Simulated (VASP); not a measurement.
# Ti12H (a cell with a defect) in VASP: single point with PBE+D3(BJ)

Aim: the single point of Ti12H (a cell with a defect) with PBE+D3(BJ).

All numbers are computed with VASP 6.6.1; they aren't measurements. Logs are shortened: lines on timing, memory, paths and dates and some standing lists are left out, and cuts for length are marked.

### 1 The cell of the first run

The cell holds a defect, 13 atoms: a = 5.900 Å, b = 8.850 Å, c = 4.685 Å, α = 90.00°, β = 90.00°, γ = 120.00°.

### 2 Single point, PBE+D3(BJ)

Contents of INCAR:

```
PREC     = Accurate       # precision mode
ENCUT    = 520            # plane-wave cutoff, eV
EDIFF    = 1E-6           # SCF threshold, eV
ISMEAR   = 0              # smearing method
SIGMA    = 0.15           # smearing width, eV
LREAL    = F              # projectors in reciprocal space
LASPH    = T              # aspherical terms in the spheres
NELM     = 80             # most SCF steps
ALGO     = Normal         # electronic algorithm
ISIF     = 2              # what is computed and relaxed
LWAVE    = F              # write WAVECAR
LCHARG   = F              # write CHGCAR
GGA      = PE             # functional
IVDW     = 12             # dispersion correction
NBANDS   = 84             # bands
```

Contents of KPOINTS:

```
Automatic mesh
0
Gamma
  3 2 4
```

Contents of POSCAR:

```
Ti12H
1.0
    5.9000000000      0.0000000000      0.0000000000
   -4.4250000000      7.6643250000      0.0000000000
    0.0000000000      0.0000000000      4.6846000000
Ti H
12 1
Direct
    0.0017213165      0.0026074051     -0.0023786449
    0.1670112229      0.2225385797      0.5000433335
   -0.0018806463      0.3321098727      0.0024008453
    0.1626921498      0.5497065952      0.4979840328
   -0.0176093244      0.6602483585      0.0050437604
    0.1623605889      0.8921508417      0.4946281433
    0.5069595338      0.0097442371      0.0013132391
    0.6670648556      0.2244681691      0.5019228963
    0.5008737225      0.3345789747      0.0049844170
    0.6631256674      0.5519926412      0.5038701277
    0.5084631468      0.6617058906      0.0041181744
    0.6748617973      0.8929657863      0.4944479785
    0.3331153911      0.7779970187      0.5840161380
```

Potentials or basis: VASP PAW PBE potentials, release 64 (Ti_sv, H).

Run with:

```
$ cat potpaw_PBE.64/Ti_sv/POTCAR potpaw_PBE.64/H/POTCAR > POTCAR
$ mpirun -np 1 vasp_std > vasp.out
```

OUTCAR:

```text
PREC = Accurate
   ENCUT = 520
   EDIFF = 1E-6
   ISMEAR = 0
   LREAL = F
   LASPH = T
   NELM = 80
   ISIF = 2
   GGA = PE
   IVDW = 12
 IVDW          = 12

 ion  position               nearest neighbor table
   1  0.002  0.003  0.998-   6 2.86  12 2.86   2 2.88   6 2.89  12 2.89   2 2.89
   2  0.167  0.223  0.500-   1 2.88   9 2.88   3 2.89   1 2.89   3 2.90   4 2.91  12 2.91   6 2.91
                             9 2.92
   3  0.998  0.332  0.002-   4 2.86   7 2.88   2 2.89   8 2.89   8 2.89   4 2.89   2 2.90
   4  0.163  0.550  0.498-  13 1.80   3 2.86   3 2.89   8 2.90   2 2.91   5 2.91  11 2.91
   5  0.982  0.660  0.005-  11 2.80  10 2.85  10 2.86   9 2.86   6 2.90   4 2.91
   6  0.162  0.892  0.495-  13 1.80   1 2.86  12 2.88   1 2.89   5 2.90   7 2.91   2 2.91
   7  0.507  0.010  0.001-   8 2.86   8 2.86   3 2.88   9 2.89  12 2.90   6 2.91
   8  0.667  0.224  0.502-   7 2.86   7 2.86   9 2.88   3 2.89   3 2.89   4 2.90   9 2.90  10 2.91

   9  0.501  0.335  0.005-   5 2.86  10 2.87  11 2.87   8 2.88  10 2.88   2 2.88   7 2.89   8 2.90
                             2 2.92
  10  0.663  0.552  0.504-   5 2.85  11 2.85  11 2.86   5 2.86   9 2.87   9 2.88   8 2.91
  11  0.508  0.662  0.004-   5 2.80  10 2.85  10 2.86   9 2.87  12 2.90   4 2.91
  12  0.675  0.893  0.494-  13 1.80   1 2.86   6 2.88   1 2.89   7 2.90  11 2.90   2 2.91
  13  0.333  0.778  0.584-   4 1.80  12 1.80   6 1.80

  LATTYP: Found a simple monoclinic cell.
 ALAT       =     5.9000000000
 B/A-ratio  =     0.7940000000
 C/A-ratio  =     1.3228756849
 COS(beta)  =    -0.1889822323

  Lattice vectors:

 A1 = (   5.9000000000,   0.0000000000,   0.0000000000)
 A2 = (   0.0000000000,   0.0000000000,   4.6846000000)
 A3 = (  -1.4750000000,  -7.6643250000,   0.0000000000)

Analysis of symmetry for initial positions (statically):
=====================================================================
 Subroutine PRICEL returns:
 Original cell was already a primitive cell.

 Routine SETGRP: Setting up the symmetry group for a
 simple monoclinic supercell.

 Subroutine GETGRP returns: Found  1 space group operations
 (whereof  1 operations were pure point group operations)
 out of a pool of  4 trial point group operations.

The static configuration has the point symmetry C_1 .

Analysis of symmetry for dynamics (positions and initial velocities):
=====================================================================
 Subroutine PRICEL returns:
 Original cell was already a primitive cell.

 Routine SETGRP: Setting up the symmetry group for a
 simple monoclinic supercell.

 Subroutine GETGRP returns: Found  1 space group operations
 (whereof  1 operations were pure point group operations)
 out of a pool of  4 trial point group operations.

The dynamic configuration has the point symmetry C_1 .

 Subroutine INISYM returns: Found  1 space group operations
 (whereof  1 operations are pure point group operations),
 and found     1 'primitive' translations

----------------------------------------------------------------------------------------

                                     Primitive cell

  volume of cell :     211.8354

  direct lattice vectors                    reciprocal lattice vectors
     5.900000000  0.000000000  0.000000000     0.169491525  0.097855976  0.000000000
    -4.425000000  7.664325000  0.000000000     0.000000000  0.130474634  0.000000000
     0.000000000  0.000000000  4.684600000     0.000000000  0.000000000  0.213465397

  length of vectors
     5.900000000  8.850000153  4.684600000     0.195711955  0.130474634  0.213465397

  position of ions in fractional coordinates (direct lattice)
     0.001721317  0.002607405  0.997621355
     0.167011223  0.222538580  0.500043334
     0.998119354  0.332109873  0.002400845
     0.162692150  0.549706595  0.497984033
     0.982390676  0.660248358  0.005043760
     0.162360589  0.892150842  0.494628143
     0.506959534  0.009744237  0.001313239
     0.667064856  0.224468169  0.501922896
     0.500873723  0.334578975  0.004984417
     0.663125667  0.551992641  0.503870128
     0.508463147  0.661705891  0.004118174
     0.674861797  0.892965786  0.494447978
     0.333115391  0.777997019  0.584016138

  ion indices of the primitive-cell ions
   primitive index   ion index
                 1           1
                 2           2
                 3           3
                 4           4
                 5           5
                 6           6
                 7           7
[... 29 lines left out ...]
|                                                                             |
|           W    W    AA    RRRRR   N    N  II  N    N   GGGG   !!!           |
|           W    W   A  A   R    R  NN   N  II  NN   N  G    G  !!!           |
|           W    W  A    A  R    R  N N  N  II  N N  N  G       !!!           |
|           W WW W  AAAAAA  RRRRR   N  N N  II  N  N N  G  GGG   !            |
|           WW  WW  A    A  R   R   N   NN  II  N   NN  G    G                |
|           W    W  A    A  R    R  N    N  II  N    N   GGGG   !!!           |
|                                                                             |
|     Your reciprocal lattice and k-lattice belong to different lattice       |
|     classes:                                                                |
|                                                                             |
|        The reciprocal lattice is simple monoclinic,                         |
|        whereas your k-lattice is hexagonal.                                 |
|                                                                             |
|     Results are often still useful ...                                      |
|                                                                             |
 -----------------------------------------------------------------------------

 Subroutine IBZKPT returns following result:
 ===========================================

 Found     14 irreducible k-points:

 Following reciprocal coordinates:
            Coordinates               Weight
  0.000000  0.000000  0.000000      1.000000
  0.333333 -0.000000  0.000000      2.000000
  0.000000  0.500000  0.000000      1.000000
  0.333333  0.500000  0.000000      2.000000
  0.000000  0.000000  0.250000      2.000000
  0.333333 -0.000000  0.250000      2.000000
 -0.333333  0.000000  0.250000      2.000000
  0.000000  0.500000  0.250000      2.000000
  0.333333  0.500000  0.250000      2.000000
 -0.333333  0.500000  0.250000      2.000000
  0.000000  0.000000  0.500000      1.000000
  0.333333 -0.000000  0.500000      2.000000
  0.000000  0.500000  0.500000      1.000000
  0.333333  0.500000  0.500000      2.000000
   k-points           NKPTS =     14   k-points in BZ     NKDIM =     14   number of bands    NBANDS=     84
   number of dos      NEDOS =    301   number of ions     NIONS =     13
   total plane-waves  NPLWV = 120960
   dimension x,y,z NGX =    48 NGY =   70 NGZ =   36
   dimension x,y,z NGXF=    96 NGYF=  140 NGZF=   72
   ions per type =              12   1
   NGX,Y,Z   is equivalent  to a cutoff of  13.53, 13.15, 12.78 a.u.
   NGXF,Y,Z  is equivalent  to a cutoff of  27.05, 26.30, 25.55 a.u.
 SYSTEM =  unknown system
   PREC   = accura    normal or accurate (medium, high low for compatibility)
   ISTART =      0    job   : 0-new  1-cont  2-samecut
   ICHARG =      2    charge: 1-file 2-atom 10-const
   ISPIN  =      1    spin polarized calculation?
   LNONCOLLINEAR =      F non collinear calculations
   LSORBIT =      F    spin-orbit coupling
   LASPH  =      T    aspherical Exc in radial PAW
   ENCUT  =  520.0 eV  38.22 Ry    6.18 a.u.  10.97 16.46  8.71*2*pi/ulx,y,z
   NELM   =     80;   NELMIN=  2; NELMDL= -5     # of ELM steps
   EDIFF  = 0.1E-05   stopping-criterion for ELM
   LREAL  =      F    real-space projection
   EDIFFG = 0.1E-04   stopping-criterion for IOM
   NSW    =      0    number of steps for IOM
   IBRION =     -1    ionic relax: 0-MD 1-quasi-New 2-CG
   NFREE  =      0    steps in history (QN), initial steepest desc. (CG)
   ISIF   =      2    stress and relaxation
   ISYM   =      2    0-nonsym 1-usesym 2-fastsym
   POTIM  = 0.5000    time-step for ionic-motion
   TEBEG  =    0.0;   TEEND  =   0.0 temperature during run
   PSTRESS=    0.0 pullay stress
   NELECT =     145.0000    total number of electrons
   NUPDOWN=      -1.0000    fix difference up-down
   EMIN   =  10.00;   EMAX   =-10.00  energy-range for DOS
   EFERMI =   0.00;   METHOD = LEGACY
   ISMEAR =     0;   SIGMA  =   0.15  broadening in eV -4-tet -1-fermi 0-gaus
   EFERMI_NEDOS =   21; number of points for ismear=-14 and -15
   IALGO  =     38    algorithm
   IMIX   =      4    mixing-type and parameters
     AMIX     =   0.40;   BMIX     =  1.00
     AMIX_MAG =   1.60;   BMIX_MAG =  1.00
  volume/ion in A,a.u.               =      16.30       109.96
  Fermi-wavevector in a.u.,A,eV,Ry     =   1.442773  2.726446 28.321806  2.081594
  Thomas-Fermi vector in A             =   2.561256
   LORBIT       =      0    0 simple, 1 ext, 2 COOP (PROOUT), +10 PAW based schemes
   GGA     = PE    functional components
   LHFCALC =     F    Hartree Fock is set to
   AEXX    =    0.0000 exact exchange contribution
   IVDW    =    12    specifies the selected vdW correction
   LEPSILON=     F    determine dielectric tensor
   LRPA    =     F    only Hartree local field effects (RPA)
 non-spin polarized calculation
 Gauss-broadening in eV      SIGMA  =   0.15
  energy-cutoff  :      520.00
  volume of cell :      211.84
 maximum number of plane-waves:      5706
 NGX is ok and might be reduce to    48
   NGX = 21   NGY = 33   NGZ = 17

 number of electron     145.0000002 magnetization

 Free energy of the ion-electron system (eV)
  ---------------------------------------------------
  ext. energy  EPLUGINS =         0.00000000
  ---------------------------------------------------
  free energy    TOTEN  =       -97.39975900 eV

  energy without entropy =      -97.23622771  energy(sigma->0) =      -97.31799336

 E-fermi :   8.2329     XC(G=0): -11.4675

 val. band max:        8.2317879743   @ k =   0.0000   0.0000   0.5000
 cond. band min:       8.2371915484   @ k =   0.3333  -0.0000   0.2500
 fundamental gap:      0.0054035741
 Fermi energy:         8.2328575246

 k-point     1 :       0.0000    0.0000    0.0000
  band No.  band energies     occupation
      1     -48.6417      2.00000
      2     -48.5940      2.00000
      3     -48.5523      2.00000
      4     -48.5473      2.00000
      5     -48.5201      2.00000
      6     -48.5040      2.00000
[... 1207 lines left out ...]
     83       8.7071      0.00001
     84       8.7607      0.00000

------------------------ aborting loop because EDIFF is reached ----------------------------------------

 Edisp (eV)   -7.28624

 E8    (eV) :    -3.4276

  FORCE on cell =-STRESS in cart. coord.  units (eV):
  Direction    XX          YY          ZZ          XY          YZ          ZX
  --------------------------------------------------------------------------------------
  -------------------------------------------------------------------------------------
  Total      -7.66680    -7.42638    -7.12803     0.06009    -0.07957    -0.00366
  in kB     -57.98641   -56.16802   -53.91156     0.45445    -0.60179    -0.02765
  external pressure =      -56.02 kB  Pullay stress =        0.00 kB

 VOLUME and BASIS-vectors are now :
 -----------------------------------------------------------------------------
  energy-cutoff  :      520.00
  volume of cell :      211.84
      direct lattice vectors                 reciprocal lattice vectors
     5.900000000  0.000000000  0.000000000     0.169491525  0.097855976  0.000000000
    -4.425000000  7.664325000  0.000000000     0.000000000  0.130474634  0.000000000
     0.000000000  0.000000000  4.684600000     0.000000000  0.000000000  0.213465397

 POSITION                                       TOTAL-FORCE (eV/Angst)
 -----------------------------------------------------------------------------------
     -0.00138      0.01998      4.67346         0.002502     -0.001839     -0.068144
      0.00063      1.70561      2.34250        -0.001130     -0.002621     -0.051451
      4.41932      2.54540      0.01125        -0.001081     -0.000257     -0.037631
     -1.47257      4.21313      2.33286         0.001585     -0.001957     -0.078474
      2.87451      5.06036      0.02363         0.000497     -0.004029     -0.012433
     -2.98984      6.83773      2.31714        -0.002132     -0.002745     -0.093349
      2.94794      0.07468      0.00615         0.000049     -0.004903     -0.030777
      2.94241      1.72040      2.35131        -0.000754      0.001904     -0.033193
      1.47464      2.56432      0.02335        -0.002463      0.006719     -0.004067
      1.46987      4.23065      2.36043         0.001493     -0.002702     -0.021151
      0.07188      5.07153      0.01929        -0.001376     -0.001432     -0.015460
      0.03031      6.84398      2.31629         0.000359      0.004409     -0.090350
     -1.47726      5.96282      2.73588         0.002450      0.009454      0.536481
 -----------------------------------------------------------------------------------
    total drift:                                0.000034      0.000089     -0.000114

  FREE ENERGIE OF THE ION-ELECTRON SYSTEM (eV)
  ---------------------------------------------------
  free  energy   TOTEN  =      -104.6859968212 eV

  energy  without entropy=     -104.5224655309  energy(sigma->0) =     -104.60423118
```

Run time: 8.5 min. Hardware: 1 thread of AMD EPYC 7R43 (Zen 3), shared host; peak memory 0.39 GiB.

What came out:

```yaml
Free_energy: -104.6860 eV
Pressure: -5.6 GPa
Largest_force: 0.537 eV/Å
Band_gap_on_the_k_mesh: zero (an odd number of electrons rules out a gap without spin polarisation)
Dispersion_energy_per_atom: -0.560 eV
```

Forces on the atoms (eV/Å):
```
Ti   0.003 -0.002 -0.068
Ti  -0.001 -0.003 -0.051
Ti  -0.001  0.000 -0.038
Ti   0.002 -0.002 -0.078
Ti   0.000 -0.004 -0.012
Ti  -0.002 -0.003 -0.093
Ti   0.000 -0.005 -0.031
Ti  -0.001  0.002 -0.033
Ti  -0.002  0.007 -0.004
Ti   0.001 -0.003 -0.021
Ti  -0.001 -0.001 -0.015
Ti   0.000  0.004 -0.090
H    0.002  0.009  0.536
```

Stress tensor (GPa, compression positive):
```
-5.80  0.05  0.00
 0.05 -5.62 -0.06
 0.00 -0.06 -5.39
```

Levels at points of the mesh, in eV from the Fermi level:
| k point | band 68 | band 69 | band 70 | band 71 | band 72 | band 73 | band 74 | band 75 | band 76 | band 77 |
| --- | --- | --- | --- | --- | --- | --- | --- | --- | --- | --- |
| (0.00, 0.00, 0.00) | -0.82 | -0.66 | -0.56 | 0.13 | 0.34 | 0.37 | 0.50 | 0.57 | 0.60 | 0.62 |
| (0.00, 0.50, 0.00) | -0.67 | -0.34 | -0.33 | -0.13 | -0.04 | 0.14 | 0.35 | 0.45 | 0.49 | 0.53 |
| (0.00, 0.00, 0.50) | -0.61 | -0.58 | -0.57 | -0.37 | 0.00 | 0.07 | 0.12 | 0.14 | 0.15 | 0.28 |
| (0.00, 0.50, 0.50) | -0.58 | -0.40 | -0.35 | -0.35 | -0.30 | -0.14 | 0.08 | 0.13 | 0.15 | 0.39 |

Caveat: the k points lie up to 0.41 Å⁻¹ apart, too coarse for converged energies and pressures of a metal.
